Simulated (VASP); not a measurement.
Wanted: the native input for a VASP 6.6.1 run.

```
Task                   : single point
Functional             : PBE
Potentials or basis    : VASP PAW PBE potentials, release 64 (Ca_sv, O)
Cutoff                 : 520 eV
k mesh                 : 9 × 9 × 4
Occupations            : gaussian, width 0.01 eV
Spin                   : no spin polarisation
Dipole correction      : no
Further INCAR settings : ALGO = Normal; EDIFF = 1e-07; NBANDS = 24
```

The structure of CaO lies in POSCAR:

```
CaO
1.0
    3.3199366349      0.0000000000      0.0000000000
   -1.6599683174      2.8751494647      0.0000000000
    0.0000000000      0.0000000000      5.8143085363
Ca O
2 2
Direct
    0.0000000000      0.0000000000      0.0000000000
    0.0000000000      0.0000000000      0.5000000000
    0.3333333333      0.6666666667      0.2500000000
    0.6666666667      0.3333333333      0.7500000000
```

The input as run:

INCAR

```
PREC     = Accurate       # precision mode
ENCUT    = 520            # plane-wave cutoff, eV
EDIFF    = 1E-7           # SCF threshold, eV
ISMEAR   = 0              # smearing method
SIGMA    = 0.01           # smearing width, eV
LREAL    = False          # projectors in reciprocal space
LASPH    = True           # aspherical terms in the spheres
NELM     = 100            # most SCF steps
ALGO     = Normal         # electronic algorithm
ISIF     = 2              # what is computed and relaxed
LWAVE    = False          # write WAVECAR
LCHARG   = True           # write CHGCAR
GGA      = PE             # functional
LELF     = True           # ELF
LVHAR    = True         
NBANDS   = 24             # bands
```

KPOINTS

```
Automatic mesh
0
Gamma
  9 9 4
```

Potentials or basis: VASP PAW PBE potentials, release 64 (Ca_sv, O).

Command:

```console
$ cat potpaw_PBE.64/Ca_sv/POTCAR potpaw_PBE.64/O/POTCAR > POTCAR
$ mpirun -np 1 vasp_std > vasp.out
```

It gave:

The pressure is 3.3 GPa and the band gap on the k mesh is 3.83 eV.

Caveat: the cell stands under pressure; an odd mesh through Γ misses points on the zone boundary, where band edges can lie.

Wall time 67 s on 1 thread of Intel(R) Xeon(R) Platinum 8259CL CPU @ 2.50GHz (Skylake/Cascade Lake), on a shared host, peak memory 0.2 GiB.
